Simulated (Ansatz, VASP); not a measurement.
One calculation of NiCl3, two programs

```
CELL_PARAMETERS angstrom
4.57897 0.00000 0.00000
0.00000 4.57897 0.00000
0.00000 0.00000 4.57897
ATOMIC_POSITIONS crystal
Ni 0.00000 0.00000 0.00000
Cl 0.50000 0.00000 0.00000
Cl 0.00000 0.00000 0.50000
Cl 0.00000 0.50000 0.00000
```

Alike in both runs: task single point; functional PBEsol; k mesh 6 × 6 × 6; occupations gaussian, width 0.05 eV; collinear spin.

|  | VASP | Ansatz |
| --- | --- | --- |
| version | VASP 6.6.1 | Ansatz 0.2.0 |
| potentials or method | VASP PAW PBE potentials, release 64 (Ni, Cl), cutoff 520 eV | scalar-relativistic, plane waves, PAW |
| valence electrons in the cell | 31 | 39 |

|  | VASP | Ansatz | Ansatz less VASP |
| --- | --- | --- | --- |
| gap on the k mesh at the Fermi level (eV) | none | none | - |
| pressure (GPa) | -2.0 | -2.0 | 0.00 |
| net moment per atom (μB) | 0.00 | 0.05 | +0.047 |
| size of the moment on the site where the two differ most (μB) | 0.00 | 0.13 | +0.128 |

VASP's potentials were made for PBE, not for PBEsol. Site moments also hang on the region over which each program counts them. A gap of «none» marks a metal or a gap that the smearing closes. VASP's potentials hold 31 valence electrons a cell and Ansatz's 39, so a difference there can come from the potentials and not from the codes.
